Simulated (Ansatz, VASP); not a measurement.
**BN: VASP beside Ansatz**

```
CELL_PARAMETERS angstrom
2.54098 0.00000 0.00000
-1.27049 2.20055 0.00000
0.00000 0.00000 4.20340
ATOMIC_POSITIONS crystal
B 0.66667 0.33333 0.00026
B 0.33333 0.66667 0.50026
N 0.66667 0.33333 0.37474
N 0.33333 0.66667 0.87474
```

Alike in both runs: functional PBEsol; k mesh 12 × 12 × 6; no spin polarisation.

Ansatz relaxed the structure, and its values are those at the end. VASP's run is a single point on that final structure, the one shown.

|  | VASP | Ansatz |
| --- | --- | --- |
| version | VASP 6.6.1 | Ansatz 0.2.0 |
| potentials or method | VASP PAW PBE potentials, release 64 (B, N), cutoff 520 eV | plane waves, PAW |
| occupations | gaussian, width 0.01 eV | fixed |
| valence electrons in the cell | 16 | 16 |

|  | VASP | Ansatz | Ansatz less VASP |
| --- | --- | --- | --- |
| pressure (GPa) | 0.6 | 0.0 | -0.59 |
| rms of the force components (eV/Å) | 0.003 | 0.001 | -0.0018 |

VASP's potentials were made for PBE, not for PBEsol. Ansatz's warnings: stress scf threshold loose.
